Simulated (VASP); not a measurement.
PbO2, 6 atoms in the cell. It takes space group Pnnm (No. 58, orthorhombic). Conventional cell: a = 4.847 Å, b = 5.035 Å, c = 3.437 Å, α = 90.00°, β = 90.00°, γ = 90.00°. Pb (site symmetry 2/m) has 6 O at 2.16 to 2.18 Å within 2.9 Å. Within 2.9 Å of O (site symmetry m) lie 3 Pb at 2.16 to 2.18 Å and 1 O at 2.69 Å.  This cell differs from its parent crystal: uniaxial strain along a: -3.0 %.

- Program: VASP 6.6.1
- Task: single point
- Functional: PBEsol
- Potentials or basis: VASP PAW PBE potentials, release 64 (Pb_d, O)
- Cutoff: 520 eV
- k mesh: 8 × 8 × 10
- Occupations: gaussian, width 0.1 eV
- Spin: no spin polarisation
- Dipole correction: no
- Further INCAR settings: ALGO = Normal; EDIFF = 1e-06; NBANDS = 35

Potentials or basis: VASP PAW PBE potentials, release 64 (Pb_d, O).

Run with:

```console
$ cat potpaw_PBE.64/Pb_d/POTCAR potpaw_PBE.64/O/POTCAR > POTCAR
$ mpirun -np 1 vasp_std > vasp.out
```

Hardware: 1 thread of Intel(R) Xeon(R) 6975P-C (Granite Rapids) (shared host).

**Question.** Estimate the wall time of this run.

**Answer.** Run time: 2.8 min on 1 thread of Intel(R) Xeon(R) 6975P-C (Granite Rapids), on a shared host, peak memory 0.43 GiB. Counts: scf iterations 14, k points 150.
